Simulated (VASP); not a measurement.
Input of a VASP 6.6.1 run:

File INCAR:

```
SYSTEM = BaS
PREC = Accurate
ENCUT = 520
EDIFF = 1E-6
ISMEAR = -1
SIGMA = 0.02
LREAL = .False.
LASPH = .True.
NELM = 60
ALGO = Normal
ISIF = 2
LWAVE = .False.
LCHARG = .False.
GGA = PS
NBANDS = 15
```

The input KPOINTS:

```
regular mesh
0
Gamma
  8 8 8
  0 0 0
```

Contents of POSCAR:

```
BaS
1.0
   -0.0319375000      3.1777812500      3.1777812500
    3.1777812500     -0.0319375000      3.1777812500
    3.1777812500      3.1777812500     -0.0319375000
Ba S
1 1
Direct
    0.0000000000      0.0000000000      0.0000000000
    0.5000000000      0.5000000000      0.5000000000
```

Potentials or basis: VASP PAW PBE potentials, release 64 (Ba_sv, S).

The run is started by

```console
$ cat potpaw_PBE.64/Ba_sv/POTCAR potpaw_PBE.64/S/POTCAR > POTCAR
$ mpirun -np 1 vasp_std > vasp.out
```

Question: Predict the band gap on the k mesh.

Answer: 1.96 eV (least direct gap 2.11 eV).

Question: What does it give for the pressure?

Answer: -0.5 GPa.

Stress tensor (GPa, compression positive):
```
-0.53  0.18  0.18
 0.18 -0.53  0.18
 0.18  0.18 -0.53
```

Caveat: the cell differs from its parent crystal (equal xy, yz and zx shear strains of -1 %); the PAW data sets were made with another functional, which shifts forces and pressure a little; spin-orbit coupling is left out, which moves the levels of the heavy elements. A k mesh can miss the band edges.
